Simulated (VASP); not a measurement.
# NaI: single point with PBE

NaI:

```
Na I
1.0
     0.00000    3.13984    3.27452
     3.13984    0.00000    3.27452
     3.13984    3.13984    0.00000
Na I
1 1
Direct
  0.00000 0.00000 0.00000
  0.50000 0.50000 0.50000
```

This cell differs from its parent crystal: epitaxial xy strain -2.8%.

```
Program             : VASP 6.6.1
Task                : single point
Functional          : PBE
Potentials or basis : VASP PAW PBE potentials, release 64 (Na_pv, I)
Cutoff              : 520 eV
k mesh              : 8 × 8 × 8
Occupations         : fermi-dirac, width 0.02 eV
Spin                : no spin polarisation
```

```json
{
 "Pressure": "1.5 GPa",
 "Band gap on the k mesh": "3.75 eV, direct"
}
```

Stress tensor (GPa, compression positive):
```
1.90 0.00 0.00
0.00 1.90 0.00
0.00 0.00 0.58
```

Levels at points of the mesh, in eV from the valence-band top:
```csv
k point,band 4,band 5,band 6,band 7,band 8,band 9,band 10,band 11
"(0.00, 0.00, 0.00)",-11.18,-0.04,-0.04,0.00,3.75,7.72,8.01,8.01
"(0.50, 0.00, 0.00)",-10.81,-2.39,-0.38,-0.30,5.07,7.31,7.63,9.07
"(0.50, 0.50, 0.00)",-10.76,-2.10,-0.76,-0.76,4.56,5.51,9.96,11.70
"(0.50, 0.00, 0.50)",-10.71,-2.09,-0.96,-0.79,4.49,5.41,10.25,11.16
```

It took 45 s on 1 thread of Intel(R) Xeon(R) Platinum 8488C (Sapphire Rapids), on a shared host, peak memory 0.23 GiB.

Caveat: the cell differs from its parent crystal (epitaxial xy strain -2.8%); spin-orbit coupling is left out, which moves the levels of the heavy elements.
